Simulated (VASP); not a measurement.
# AlSi16 (a cell with a defect) in VASP: further runs

AlSi16 (a cell with a defect) is run at these levels: r2SCAN; tasks: single point.

Program: VASP 6.6.1. These are calculated values, not measurements. Logs are shortened: lines on timing, memory, paths and dates and some standing lists are left out, and cuts for length are marked.

## 1. The cell of the first run

The cell holds a defect, 17 atoms: a = 7.679 Å, b = 7.679 Å, c = 7.679 Å, α = 60.00°, β = 60.00°, γ = 60.00°.

## 2. Single point, r2SCAN, collinear spin, zero start

POSCAR reads:

```
AlSi16
1.0
    0.0000000000      5.4300000000      5.4300000000
    5.4300000000      0.0000000000      5.4300000000
    5.4300000000      5.4300000000      0.0000000000
Si Al
16 1
Direct
   -0.0103871087     -0.0090160221      0.0296392265
    0.1240401473      0.1258907919      0.1315672192
    0.0041755064      0.0055926335      0.5050139963
    0.1135610497      0.1144174033      0.6584129834
    0.0080856354      0.4995570902     -0.0061081031
    0.1244680479      0.6199476059      0.1307809392
    0.0046681400      0.4860246777      0.5044237569
    0.1533578269      0.6156563536      0.6177836096
    0.4979656538      0.0086210866     -0.0048356354
    0.6183080110      0.1258164825      0.1315698895
    0.4851888582      0.0054993554      0.5050026703
    0.6143029466      0.1523572744      0.6185228361
    0.4981891344      0.4995395948     -0.0059994475
    0.6369218232      0.6378334254      0.0880842541
    0.5143613260      0.5134839779      0.4579399632
    0.6130604052      0.6160027624      0.6178049724
    0.7760314917      0.7741152855      0.6742038674
```

INCAR.step1 reads:

```
SYSTEM = AlSi16
  ALGO = Normal
  EDIFF = 1E-4
  ENCUT = 520
  GGA = PE
  ISMEAR = 0
  ISPIN = 2
  LASPH = .TRUE.
  LCHARG = .FALSE.
  LREAL = Auto
  LWAVE = .TRUE.
  MAGMOM = 0 0 0 0 0 0 0 0 0 0 0 0 0 0 0 0 0
  NBANDS = 52
  NELM = 150
  PREC = Accurate
  SIGMA = 0.05
```

INCAR.step2 reads:

```
SYSTEM = AlSi16
  ALGO = Normal
  EDIFF = 1E-6
  ENCUT = 520
  ISIF = 2
  ISMEAR = 0
  ISPIN = 2
  ISTART = 1
  LASPH = .TRUE.
  LCHARG = .FALSE.
  LMIXTAU = .TRUE.
  LORBIT = 11
  LREAL = Auto
  LWAVE = .FALSE.
  MAGMOM = 0 0 0 0 0 0 0 0 0 0 0 0 0 0 0 0 0
  METAGGA = R2SCAN
  NBANDS = 52
  NELM = 150
  PREC = Accurate
  SIGMA = 0.05
```

KPOINTS reads:

```
k-points
0
G
  2 2 2
  0 0 0
```

Potentials or basis: VASP PAW PBE potentials, release 64 (Si, Al).

Launch:

```console
$ cat potpaw_PBE.64/Si/POTCAR potpaw_PBE.64/Al/POTCAR > POTCAR
$ cp INCAR.step1 INCAR
$ mpirun -np 1 vasp_std > vasp.out
$ cp INCAR.step2 INCAR
$ mpirun -np 1 vasp_std > vasp.out
```

OUTCAR:

```text
SYSTEM = AlSi16
   EDIFF = 1E-6
   ENCUT = 520
   ISIF = 2
   ISMEAR = 0
   ISPIN = 2
   ISTART = 1
   LASPH = .TRUE.
   LORBIT = 11
   LREAL = Auto
   METAGGA = R2SCAN
   NELM = 150
   PREC = Accurate

 ion  position               nearest neighbor table
   1  0.990  0.991  0.030-   4 2.33   6 2.33   2 2.33  10 2.33
   2  0.124  0.126  0.132-   1 2.33   3 2.34   5 2.34   9 2.35
   3  0.004  0.006  0.505-   4 2.34   2 2.34  12 2.45   8 2.45  17 2.54
   4  0.114  0.114  0.658-   1 2.33   3 2.34  11 2.34   7 2.34
   5  0.008  0.500  0.994-  14 2.34   6 2.34   2 2.34   8 2.36  17 3.01
   6  0.124  0.620  0.131-   1 2.33   7 2.34   5 2.34  13 2.34
   7  0.005  0.486  0.504-   4 2.34   6 2.34  16 2.46   8 2.46  17 2.53
   8  0.153  0.616  0.618-  15 2.28   5 2.36  17 2.41   3 2.45   7 2.46
   9  0.498  0.009  0.995-  14 2.33   2 2.35  10 2.35  12 2.36  17 3.03
  10  0.618  0.126  0.132-   1 2.33  11 2.34  13 2.34   9 2.35
  11  0.485  0.005  0.505-   4 2.34  10 2.34  12 2.45  16 2.45  17 2.54
  12  0.614  0.152  0.619-  15 2.28   9 2.36  17 2.42  11 2.45   3 2.45
  13  0.498  0.500  0.994-  14 2.34   6 2.34  10 2.34  16 2.36  17 3.02
  14  0.637  0.638  0.088-  15 2.32   9 2.33  13 2.34   5 2.34  17 2.60
  15  0.514  0.513  0.458-   8 2.28  16 2.28  12 2.28  14 2.32
  16  0.613  0.616  0.618-  15 2.28  13 2.36  17 2.41  11 2.45   7 2.46
  17  0.776  0.774  0.674-   8 2.41  16 2.41  12 2.42   7 2.53   3 2.54  11 2.54  14 2.60   5 3.01
                            13 3.02   9 3.03

  LATTYP: Found a face centered cubic cell.
 ALAT       =    10.8600000000

  Lattice vectors:

 A1 = (   0.0000000000,   5.4300000000,   5.4300000000)
 A2 = (   5.4300000000,   0.0000000000,   5.4300000000)
 A3 = (   5.4300000000,   5.4300000000,   0.0000000000)

Analysis of symmetry for initial positions (statically):
=====================================================================
 Subroutine PRICEL returns:
 Original cell was already a primitive cell.

 Routine SETGRP: Setting up the symmetry group for a
 face centered cubic supercell.

 Subroutine GETGRP returns: Found  1 space group operations
 (whereof  1 operations were pure point group operations)
 out of a pool of 48 trial point group operations.

The static configuration has the point symmetry C_1 .

Analysis of symmetry for dynamics (positions and initial velocities):
=====================================================================
 Subroutine PRICEL returns:
 Original cell was already a primitive cell.

 Routine SETGRP: Setting up the symmetry group for a
 face centered cubic supercell.

 Subroutine GETGRP returns: Found  1 space group operations
 (whereof  1 operations were pure point group operations)
 out of a pool of 48 trial point group operations.

The dynamic configuration has the point symmetry C_1 .

Analysis of structural, dynamic, and magnetic symmetry:
=====================================================================
 Subroutine PRICEL returns:
 Original cell was already a primitive cell.

 Routine SETGRP: Setting up the symmetry group for a
 face centered cubic supercell.

 Subroutine GETGRP returns: Found  1 space group operations
 (whereof  1 operations were pure point group operations)
 out of a pool of 48 trial point group operations.

The overall configuration has the point symmetry C_1 .

 Subroutine INISYM returns: Found  1 space group operations
 (whereof  1 operations are pure point group operations),
 and found     1 'primitive' translations

----------------------------------------------------------------------------------------

                                     Primitive cell

  volume of cell :     320.2060

  direct lattice vectors                    reciprocal lattice vectors
     0.000000000  5.430000000  5.430000000    -0.092081031  0.092081031  0.092081031
     5.430000000  0.000000000  5.430000000     0.092081031 -0.092081031  0.092081031
     5.430000000  5.430000000  0.000000000     0.092081031  0.092081031 -0.092081031

  length of vectors
     7.679179644  7.679179644  7.679179644     0.159489025  0.159489025  0.159489025

  position of ions in fractional coordinates (direct lattice)
     0.989612891  0.990983978  0.029639227
     0.124040147  0.125890792  0.131567219
     0.004175506  0.005592634  0.505013996
     0.113561050  0.114417403  0.658412983
     0.008085635  0.499557090  0.993891897
[... 77 lines left out ...]
 SYSTEM =  AlSi16
   PREC   = accura    normal or accurate (medium, high low for compatibility)
   ISTART =      1    job   : 0-new  1-cont  2-samecut
   ICHARG =      0    charge: 1-file 2-atom 10-const
   ISPIN  =      2    spin polarized calculation?
   LNONCOLLINEAR =      F non collinear calculations
   LSORBIT =      F    spin-orbit coupling
   LASPH  =      T    aspherical Exc in radial PAW
   ENCUT  =  520.0 eV  38.22 Ry    6.18 a.u.  14.28 14.28 14.28*2*pi/ulx,y,z
   NELM   =    150;   NELMIN=  2; NELMDL=  0     # of ELM steps
   EDIFF  = 0.1E-05   stopping-criterion for ELM
   LREAL  =      T    real-space projection
   EDIFFG = 0.1E-04   stopping-criterion for IOM
   NSW    =      0    number of steps for IOM
   IBRION =     -1    ionic relax: 0-MD 1-quasi-New 2-CG
   NFREE  =      0    steps in history (QN), initial steepest desc. (CG)
   ISIF   =      2    stress and relaxation
   ISYM   =      2    0-nonsym 1-usesym 2-fastsym
   POTIM  = 0.5000    time-step for ionic-motion
   TEBEG  =    0.0;   TEEND  =   0.0 temperature during run
   PSTRESS=    0.0 pullay stress
   NELECT =      67.0000    total number of electrons
   NUPDOWN=      -1.0000    fix difference up-down
   EMIN   =  10.00;   EMAX   =-10.00  energy-range for DOS
   EFERMI =   0.00;   METHOD = LEGACY
   ISMEAR =     0;   SIGMA  =   0.05  broadening in eV -4-tet -1-fermi 0-gaus
   EFERMI_NEDOS =   21; number of points for ismear=-14 and -15
   IALGO  =     38    algorithm
   IMIX   =      4    mixing-type and parameters
     AMIX     =   0.40;   BMIX     =  1.00
     AMIX_MAG =   1.60;   BMIX_MAG =  1.00
  volume/ion in A,a.u.               =      18.84       127.11
  Fermi-wavevector in a.u.,A,eV,Ry     =   0.971904  1.836632 12.852022  0.944597
  Thomas-Fermi vector in A             =   2.102159
   LORBIT       =     11    0 simple, 1 ext, 2 COOP (PROOUT), +10 PAW based schemes
   METAGGA = R2SCAN    functional components
   LHFCALC =     F    Hartree Fock is set to
   AEXX    =    0.0000 exact exchange contribution
   IVDW    =     0    specifies the selected vdW correction
   LEPSILON=     F    determine dielectric tensor
   LRPA    =     F    only Hartree local field effects (RPA)
 spin polarized calculation
 Gauss-broadening in eV      SIGMA  =   0.05
  energy-cutoff  :      520.00
  volume of cell :      320.21
 maximum number of plane-waves:      8646
 NGX is ok and might be reduce to    60
   NGX = 29   NGY = 29   NGZ = 29

 number of electron      67.0000000 magnetization       0.0000180

 number of electron      67.0000000 magnetization      -0.0000052

 Free energy of the ion-electron system (eV)
  ---------------------------------------------------
  ext. energy  EPLUGINS =         0.00000000
  ---------------------------------------------------
  free energy    TOTEN  =      -142.79849715 eV

  energy without entropy =     -142.79083869  energy(sigma->0) =     -142.79466792

 E-fermi :   7.0657     XC(G=0): -10.1270

 val. band max:        7.0581427491   @ k =   0.0000   0.0000   0.0000
 cond. band min:       7.0766203348   @ k =   0.0000   0.0000   0.0000
 fundamental gap:      0.0184775857
 Fermi energy:         7.0656814127

 spin component 1

 k-point     1 :       0.0000    0.0000    0.0000
  band No.  band energies     occupation
      1      -6.6563      1.00000
      2      -4.1072      1.00000
      3      -4.0825      1.00000
      4      -4.0714      1.00000
      5      -4.0255      1.00000
      6      -2.7654      1.00000
[... 373 lines left out ...]
     44      10.5496      0.00000
     45      10.6586      0.00000
 Fermi energy:         7.0656814127

 spin component 2

 k-point     1 :       0.0000    0.0000    0.0000
  band No.  band energies     occupation
      1      -6.6563      1.00000
      2      -4.1072      1.00000
      3      -4.0825      1.00000
      4      -4.0714      1.00000
      5      -4.0255      1.00000
      6      -2.7654      1.00000
[... 373 lines left out ...]
     44      10.5496      0.00000
     45      10.6586      0.00000
 [bands above 45 left out]

------------------------ aborting loop because EDIFF is reached ----------------------------------------

  FORCE on cell =-STRESS in cart. coord.  units (eV):
  Direction    XX          YY          ZZ          XY          YZ          ZX
  --------------------------------------------------------------------------------------
  -------------------------------------------------------------------------------------
  Total        7.6785750      7.7880272      7.7755818     -0.6292102      0.4681950      0.6581597
  in kB       38.4203864     38.9680394     38.9057678     -3.1483053      2.3426523      3.2931567
  external PRESSURE =      38.7647312 kB  Pullay stress =       0.0000000 kB

 VOLUME and BASIS-vectors are now :
 -----------------------------------------------------------------------------
  energy-cutoff  :      520.00
  volume of cell :      320.21
      direct lattice vectors                 reciprocal lattice vectors
     0.000000000  5.430000000  5.430000000    -0.092081031  0.092081031  0.092081031
     5.430000000  0.000000000  5.430000000     0.092081031 -0.092081031  0.092081031
     5.430000000  5.430000000  0.000000000     0.092081031  0.092081031 -0.092081031

 POSITION                                       TOTAL-FORCE (eV/Angst)
 -----------------------------------------------------------------------------------
      5.54198      5.53454     10.75464        -0.095443     -0.105274      0.102138
      1.39800      1.38795      1.35712        -0.048326     -0.039131      0.003520
      2.77259      2.76490      0.05304        -0.063025     -0.057552     -0.046700
      4.19647      4.19182      1.23792        -0.079023     -0.080468      0.080714
      8.10943      5.44074      2.75650        -0.008626     -0.020945      0.004380
      4.07646      1.38600      4.04218        -0.002375     -0.038896      0.042239
[... 9 lines left out ...]
      6.69958      6.68360      6.67381        -0.047569     -0.011204      0.033445
      7.86437      7.87478      8.41730         0.485416      0.437248     -0.444774
 -----------------------------------------------------------------------------------
    total drift:                                0.003431      0.005495     -0.006258

  FREE ENERGIE OF THE ION-ELECTRON SYSTEM (eV)
  ---------------------------------------------------
  free  energy   TOTEN  =      -142.7984971489 eV

  energy  without entropy=     -142.7908386878  energy(sigma->0) =     -142.79466792

 total charge

# of ion       s       p       d       tot
------------------------------------------
    1        0.734   0.987   0.000   1.721
    2        0.740   0.975   0.000   1.714
    3        0.742   0.946   0.000   1.688
    4        0.744   0.969   0.000   1.713
    5        0.740   0.960   0.000   1.699
    6        0.740   0.975   0.000   1.715
[... 9 lines left out ...]
   16        0.757   0.952   0.000   1.709
   17        0.499   0.373   0.000   0.872
--------------------------------------------------
tot         12.413  15.797   0.000  28.209

 magnetization (x)

# of ion       s       p       d       tot
------------------------------------------
    1        0.000   0.000   0.000   0.000
    2       -0.000  -0.000   0.000  -0.000
    3       -0.000   0.000   0.000  -0.000
    4        0.000  -0.000   0.000  -0.000
    5       -0.000  -0.000   0.000  -0.000
    6       -0.000  -0.000   0.000  -0.000
[... 9 lines left out ...]
   16       -0.000  -0.000   0.000  -0.000
   17       -0.000  -0.000   0.000  -0.000
--------------------------------------------------
tot         -0.000  -0.000   0.000  -0.000
```

It took 10 min on 1 thread of Intel Xeon 6975P-C (Granite Rapids), shared host; peak memory 0.8 GiB.

Results:

| Item | Value |
| --- | --- |
| Free energy | -142.7985 eV |
| Pressure | 3.9 GPa |
| Largest force | 0.790 eV/Å |
| Net moment | 0.00 μB per cell |
| Valence electrons inside the program's atomic spheres | Si 1.72, 1.71, 1.69, 1.70, 1.75; Al 0.87 |

Forces in eV/Å, atoms in the order of the input:
```
Si  -0.095 -0.105  0.102
Si  -0.048 -0.039  0.004
Si  -0.063 -0.058 -0.047
Si  -0.079 -0.080  0.081
Si  -0.009 -0.021  0.004
Si  -0.002 -0.039  0.042
Si   0.055 -0.058  0.061
Si  -0.043 -0.042  0.014
Si  -0.020 -0.016  0.018
Si  -0.047 -0.003  0.040
Si  -0.061  0.041  0.058
Si  -0.022 -0.019  0.027
Si  -0.010 -0.005  0.021
Si   0.004  0.014 -0.011
Si   0.003  0.005 -0.002
Si  -0.048 -0.011  0.033
Al   0.485  0.437 -0.445
```

Caveat: the k points lie up to 0.50 Å⁻¹ apart; the PAW data sets were made with another functional, which shifts forces and pressure a little.

(Part 1 of 2 ends here.)
